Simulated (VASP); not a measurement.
Wanted: the native input for a VASP 6.6.1 run.

```yaml
Task: single point
Functional: PBE
Potentials_or_basis: VASP PAW PBE potentials, release 64 (Bi_d)
Cutoff: 520 eV
k_mesh: 9 × 9 × 9
Occupations: gaussian, width 0.028 eV
Spin: no spin polarisation
Dipole_correction: no
Further_INCAR_settings: ALGO = Normal; EDIFF = 1e-06; NBANDS = 14
```

The structure of Bi lies in POSCAR:

```
Bi
1.0
   -1.9814305318      1.9814305318      1.9814305318
    1.9814305318     -1.9814305318      1.9814305318
    1.9814305318      1.9814305318     -1.9814305318
Bi
1
Direct
    0.0000000000      0.0000000000      0.0000000000
```

The input as run:

INCAR

```
ALGO     = Normal         # electronic algorithm
EDIFF    = 1E-6           # SCF threshold, eV
ENCUT    = 520            # plane-wave cutoff, eV
GGA      = PE             # functional
ISIF     = 2              # what is computed and relaxed
ISMEAR   = 0              # smearing method
LASPH    = T              # aspherical terms in the spheres
LCHARG   = F              # write CHGCAR
LREAL    = F              # projectors in reciprocal space
LWAVE    = F              # write WAVECAR
NBANDS   = 14             # bands
NELM     = 60             # most SCF steps
PREC     = Accurate       # precision mode
SIGMA    = 0.028000000000000004 # smearing width, eV
```

KPOINTS

```
k-points
0
Gamma
  9 9 9
```

Potentials or basis: VASP PAW PBE potentials, release 64 (Bi_d).

Run with:

```sh
$ cat potpaw_PBE.64/Bi_d/POTCAR > POTCAR
$ mpirun -np 1 vasp_std > vasp.out
```

Results of the run:

```json
{
  "Pressure": "0.8 GPa"
}
```

Wall time 6.9 s on 1 thread of Intel(R) Xeon(R) 6975P-C (Granite Rapids), on a shared host, peak memory 0.15 GiB.
